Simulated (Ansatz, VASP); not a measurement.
## W in VASP and in Ansatz

```xyz
1
Lattice="-1.5535 1.5535 1.6245 1.5535 -1.5535 1.6245 1.5535 1.5535 -1.6245" Properties=species:S:1:pos:R:3 pbc="T T T"
W     0.0000    0.0000    0.0000
```

Change from the starting cell: strain -0.015 along x and y, +0.030 along z, atoms carried along.

Alike in both runs: task single point; functional PBEsol; k mesh 26 × 26 × 26; occupations gaussian, width 0.15 eV; no spin polarisation.

|  | VASP | Ansatz |
| --- | --- | --- |
| version | VASP 6.6.1 | Ansatz 0.2.0 |
| potentials or method | VASP PAW PBE potentials, release 64 (W_sv), cutoff 520 eV | scalar-relativistic, plane waves, PAW |
| valence electrons in the cell | 14 | 14 |

VASP gave:

| Item | Value |
| --- | --- |
| gap on the k mesh at the Fermi level (eV) | none |
| pressure (GPa) | 1.1 |
| traceless stress, the component that is largest in VASP (GPa) | -9.48 |

Task: What did Ansatz give for the same quantities?

Result: gap on the k mesh at the Fermi level (eV): none; pressure (GPa): 0.5; traceless stress, the component that is largest in VASP (GPa): -9.49.

VASP's potentials were made for PBE, not for PBEsol. A gap of «none» marks a metal or a gap that the smearing closes.

Neither program's run includes spin-orbit coupling.
